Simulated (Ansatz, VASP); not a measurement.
**One calculation of Pd, two programs**

```
Pd
1.0
     0.00000    2.10049    1.86710
     2.10049    0.00000    1.86710
     2.10049    2.10049    0.00000
Pd
1
Direct
  0.00000 0.00000 0.00000
```

Change from the starting cell: strain +0.080 along x and y, -0.040 along z, atoms carried along.

Alike in both runs: task single point; functional PBE; k mesh 20 × 20 × 20; occupations gaussian, width 0.15 eV; no spin polarisation.

|  | VASP | Ansatz |
| --- | --- | --- |
| version | VASP 6.6.1 | Ansatz 0.2.0 |
| potentials or method | VASP PAW PBE potentials, release 64 (Pd), cutoff 520 eV | scalar-relativistic, plane waves, PAW |
| valence electrons in the cell | 10 | 18 |

Ansatz gave:

| Quantity | Value |
| --- | --- |
| gap on the k mesh at the Fermi level (eV) | none |
| pressure (GPa) | -9.5 |
| traceless stress, the component that is largest in VASP (GPa) | 1.54 |

Question: Which values does VASP return?

Answer: gap on the k mesh at the Fermi level (eV): none; pressure (GPa): -9.7; traceless stress, the component that is largest in VASP (GPa): 1.53.

A gap of «none» marks a metal or a gap that the smearing closes. VASP's potentials hold 10 valence electrons a cell and Ansatz's 18, so a difference there can come from the potentials and not from the codes.
